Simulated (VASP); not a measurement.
Input of a VASP 6.6.1 run:

The input POSCAR:

```
Sb
1.0
   -1.8713408863      1.8713408863      1.8713408863
    1.8713408863     -1.8713408863      1.8713408863
    1.8713408863      1.8713408863     -1.8713408863
Sb
1
Direct
    0.0000000000      0.0000000000      0.0000000000
```

File INCAR.step1:

```
PREC = Accurate
ENCUT = 520
EDIFF = 1E-5
ISMEAR = -1
SIGMA = 0.05
LREAL = False
LASPH = True
NELM = 100
ALGO = Normal
ISIF = 2
LWAVE = True
LCHARG = False
NBANDS = 8
GGA = PE
```

The input INCAR.step2:

```
PREC = Accurate
ENCUT = 520
EDIFF = 1E-6
ISMEAR = -1
SIGMA = 0.05
LREAL = False
LASPH = True
NELM = 100
ALGO = Normal
ISIF = 2
LWAVE = False
LCHARG = False
GGA = PS
LHFCALC = True
AEXX = 0.25
PRECFOCK = Normal
NBANDS = 8
ISTART = 1
```

File KPOINTS:

```
regular mesh
0
Gamma
  5 5 5
```

Potentials or basis: VASP PAW PBE potentials, release 64 (Sb).

Command:

```console
$ cat potpaw_PBE.64/Sb/POTCAR > POTCAR
$ cp INCAR.step1 INCAR
$ mpirun -np 1 vasp_std > vasp.out
$ cp INCAR.step2 INCAR
$ mpirun -np 1 vasp_std > vasp.out
```

(1) Estimate the pressure.

Answers

(1) -5.3 GPa.

Caveat: the k points lie up to 0.47 Å⁻¹ apart; the PAW data sets were made with another functional, which shifts forces and pressure a little.
